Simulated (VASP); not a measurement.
A run of VASP 6.6.1 is set up as follows.

INCAR

```
SYSTEM = Si2W
  PREC = Accurate
  ENCUT = 520
  EDIFF = 1E-6
  ISMEAR = -1
  SIGMA = 0.1
  LREAL = .FALSE.
  LASPH = .TRUE.
  NELM = 100
  ALGO = Normal
  ISIF = 2
  LWAVE = .FALSE.
  LCHARG = .FALSE.
  GGA = PE
  NBANDS = 18
```

KPOINTS

```
Automatic mesh
0
G
  15 15 15
  0 0 0
```

POSCAR

```
Si2W
1.0
   -1.5541136148      1.5541136148      3.8187141366
    1.5541136148     -1.5541136148      3.8187141366
    1.5541136148      1.5541136148     -3.8187141366
W Si
1 2
Direct
    0.0000000000      0.0000000000      0.0000000000
    0.3329052033      0.3329052033      0.0000000000
   -0.3329052033     -0.3329052033      0.0000000000
```

Potentials or basis: VASP PAW PBE potentials, release 64 (W_sv, Si).

Command:

```sh
$ cat potpaw_PBE.64/W_sv/POTCAR potpaw_PBE.64/Si/POTCAR > POTCAR
$ mpirun -np 1 vasp_std > vasp.out
```

Problem. Estimate the largest force.

Solution. 0.006 eV/Å.

Problem. What does it give for the band gap on the k mesh?

Solution. Zero (bands 11 and 12 overlap by 1.48 eV).

Problem. What does it give for the pressure?

Solution. 29.2 GPa.

Forces on the atoms (eV/Å):
```
W    0.000  0.000  0.000
Si   0.000  0.000 -0.006
Si   0.000  0.000  0.006
```

Caveat: the cell stands under pressure; spin-orbit coupling is left out, which moves the levels of the heavy elements.
